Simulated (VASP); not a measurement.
Set up this calculation in VASP 6.6.1, as the native input.

| Item | Value |
| --- | --- |
| Task | single point |
| Functional | PBE |
| Dispersion | D3(BJ) |
| Potentials or basis | VASP PAW PBE potentials, release 64 (Sn_d, Se) |
| Cutoff | 520 eV |
| k mesh | 9 × 9 × 6 |
| Occupations | gaussian, width 0.05 eV |
| Spin | no spin polarisation |
| Dipole correction | no |
| Further INCAR settings | ALGO = Normal; EDIFF = 1e-06; NBANDS = 20 |

The structure of SnSe2 lies in POSCAR:

```
SnSe2
1.0
    3.4918669901      0.0000000000      0.0000000000
   -1.7459334950      3.0240455200      0.0000000000
    0.0000000000      0.0000000000      7.3100165154
Sn Se
1 2
Direct
    0.0000000000      0.0000000000      0.0000000000
    0.3333333333      0.6666666667      0.2500000000
    0.6666666667      0.3333333333      0.7500000000
```

This cell differs from its parent crystal: ratio of the length along z to the lengths across it x 1.3, volume and fractional coordinates fixed.

These files were run (other wordings do the same):

INCAR

```
PREC = Accurate
ENCUT = 520
EDIFF = 1E-6
ISMEAR = 0
SIGMA = 0.05
LREAL = F
LASPH = T
NELM = 60
ALGO = Normal
ISIF = 2
LWAVE = F
LCHARG = F
GGA = PE
IVDW = 12
NBANDS = 20
```

KPOINTS

```
regular mesh
0
Gamma
  9 9 6
```

Potentials or basis: VASP PAW PBE potentials, release 64 (Sn_d, Se).

Run with:

```console
$ cat potpaw_PBE.64/Sn_d/POTCAR potpaw_PBE.64/Se/POTCAR > POTCAR
$ mpirun -np 1 vasp_std > vasp.out
```

Results of the run:

```json
{"Pressure": "4.1 GPa", "Largest force": "0.816 eV/Å", "Band gap on the k mesh": "zero (bands 13 and 14 overlap by 0.59 eV)", "Dispersion energy per atom": "-0.361 eV"}
```

Caveat: the stress differs along the axes, from -8 to 10 GPa; semilocal functionals underestimate gaps, and a narrow one can read as zero; spin-orbit coupling is left out, which moves the levels of the heavy elements.

Wall time 2.3 min on 1 thread of Intel Xeon 8259CL, with other jobs on the host, peak memory 0.26 GiB.
